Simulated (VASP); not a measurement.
A run of VASP 6.6.1:

File INCAR:

```
SYSTEM = TaN
PREC = Accurate
ENCUT = 520
EDIFF = 1E-6
ISMEAR = -1
SIGMA = 0.05
LREAL = .FALSE.
LASPH = .TRUE.
NELM = 100
ALGO = Normal
ISIF = 2
LWAVE = .FALSE.
LCHARG = .FALSE.
GGA = PE
NBANDS = 24
```

Contents of KPOINTS:

```
Automatic mesh
0
G
  8 8 6
  0 0 0
```

File POSCAR:

```
TaN
1.0
    3.4657883150      0.0000000000      0.0000000000
    0.0000000000      3.4657883150      0.0000000000
    0.0000000000      0.0000000000      5.0745759951
Ta N
2 2
Direct
    0.0000000000      0.0000000000      0.0000000000
    0.5000000000      0.5000000000      0.0000000000
    0.5000000000      0.0000000000      0.2670000000
    0.0000000000      0.5000000000      0.7330000000
```

Potentials or basis: VASP PAW PBE potentials, release 64 (Ta_pv, N).

The run is started by

```sh
$ cat potpaw_PBE.64/Ta_pv/POTCAR potpaw_PBE.64/N/POTCAR > POTCAR
$ mpirun -np 1 vasp_std > vasp.out
```

Hardware: 1 thread of Intel(R) Xeon(R) 6975P-C (Granite Rapids), with other jobs on the host.

Problem. Estimate the wall time of this run.

Solution. Run time: 32 s on 1 thread of Intel(R) Xeon(R) 6975P-C (Granite Rapids) (shared host), peak memory 0.22 GiB. Counts: scf iterations 14, k points 60.
